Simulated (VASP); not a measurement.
Wanted: the native input for a VASP 6.6.1 run.

- Task: relaxation of cell and atoms
- Functional: r2SCAN
- Potentials or basis: VASP PAW PBE potentials, release 64 (Pb_d)
- Cutoff: 550 eV
- k mesh: 7 × 7 × 7
- Occupations: methfessel-paxton, width 0.05 eV
- Spin: no spin polarisation
- Dipole correction: no
- Further INCAR settings: ALGO = Normal; EDIFF = 1e-07; IBRION = 2; EDIFFG = -0.02; NSW = 80; ISIF = 3

The system is Pb.

```xyz
1
Lattice="0.0000 2.4750 2.4750 2.4750 0.0000 2.4750 2.4750 2.4750 0.0000" Properties=species:S:1:pos:R:3 pbc="T T T"
Pb    0.0000    0.0000    0.0000
```

These files were run (other wordings do the same):

POSCAR

```
Pb
1.0
    0.0000000000      2.4750200000      2.4750200000
    2.4750200000      0.0000000000      2.4750200000
    2.4750200000      2.4750200000      0.0000000000
Pb
1
Direct
    0.0000000000      0.0000000000      0.0000000000
```

INCAR.step1

```
ALGO = Normal ; EDIFF = 1E-5
EDIFFG = -0.005 ; ENCUT = 550
GGA = PE ; GGA_COMPAT = False
IBRION = 2 ; ISIF = 3
ISMEAR = 1 ; LASPH = True
LCHARG = False ; LREAL = False
LWAVE = True ; NELM = 120
NELMIN = 4 ; NSW = 100
PREC = Accurate ; SIGMA = 0.05
```

INCAR.step2

```
ALGO = Normal ; EDIFF = 1E-7
EDIFFG = -0.02 ; ENCUT = 550
GGA_COMPAT = False ; IBRION = 2
ISIF = 3 ; ISMEAR = 1
ISTART = 1 ; LASPH = True
LCHARG = False ; LMIXTAU = True
LREAL = False ; LWAVE = False
METAGGA = R2SCAN ; NELM = 120
NELMIN = 4 ; NSW = 80
PREC = Accurate ; SIGMA = 0.05
```

KPOINTS

```
k-points
0
Gamma
  7 7 7
```

Potentials or basis: VASP PAW PBE potentials, release 64 (Pb_d).

Launch:

```sh
$ cat potpaw_PBE.64/Pb_d/POTCAR > POTCAR
$ cp INCAR.step1 INCAR
$ mpirun -np 1 vasp_std > vasp.out
$ cp INCAR.step2 INCAR
$ mpirun -np 1 vasp_std > vasp.out
```

Results of the run:

```
Relaxed volume                        : 31.46 Å³/atom
Relaxed cell                          : a = 3.544 Å, b = 3.544 Å, c = 3.544 Å, α = 60.00°, β = 60.00°, γ = 60.00°
Space group after relaxing (to 0.1 Å) : Fm-3m (No. 225)
Energy gained by relaxing             : 5.7 meV/atom
Ionic steps                           : 3
Pressure after relaxing               : 0.0 GPa
Band gap on the k mesh                : zero (bands 7 and 8 overlap by 8.84 eV)
```

Caveat: the PAW data sets were made with another functional, which shifts forces and pressure a little; spin-orbit coupling is left out, which moves the levels of the heavy elements.

Run time: 71 s on 1 thread of Intel(R) Xeon(R) 6975P-C (Granite Rapids) (shared host), peak memory 0.17 GiB.
